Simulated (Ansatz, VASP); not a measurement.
**CoO: VASP beside Ansatz**

```
CELL_PARAMETERS angstrom
1.54534 0.89220 2.29849
-1.54534 0.89220 2.29849
0.00000 -1.78441 2.29849
ATOMIC_POSITIONS crystal
Co 0.00000 0.00000 0.00000
O 0.50000 0.50000 0.50000
```

Alike in both runs: functional PBE; k mesh 18 × 18 × 18; occupations gaussian, width 0.1 eV; collinear spin.

Ansatz relaxed the structure, and its values are those at the end. VASP's run is a single point on that final structure, the one shown.

|  | VASP | Ansatz |
| --- | --- | --- |
| version | VASP 6.6.1 | Ansatz 0.2.0 |
| potentials or method | VASP PAW PBE potentials, release 64 (Co, O), cutoff 520 eV | scalar-relativistic, plane waves, PAW |
| valence electrons in the cell | 15 | 23 |

Ansatz gave:

```
gap on the k mesh at the Fermi level (eV)                     : none
pressure (GPa)                                                : 0.0
net moment per atom (μB)                                      : 1.44
size of the moment on the site where the two differ most (μB) : 2.46
```

Task: Estimate VASP's values.

Result: gap on the k mesh at the Fermi level (eV): none; pressure (GPa): -0.6; net moment per atom (μB): 1.42; size of the moment on the site where the two differ most (μB): 2.51.

Site moments also hang on the region over which each program counts them. A gap of «none» marks a metal or a gap that the smearing closes. The functional is the same, so the differences come from potentials, cutoffs and numerics. VASP's potentials hold 15 valence electrons a cell and Ansatz's 23, so a difference there can come from the potentials and not from the codes.
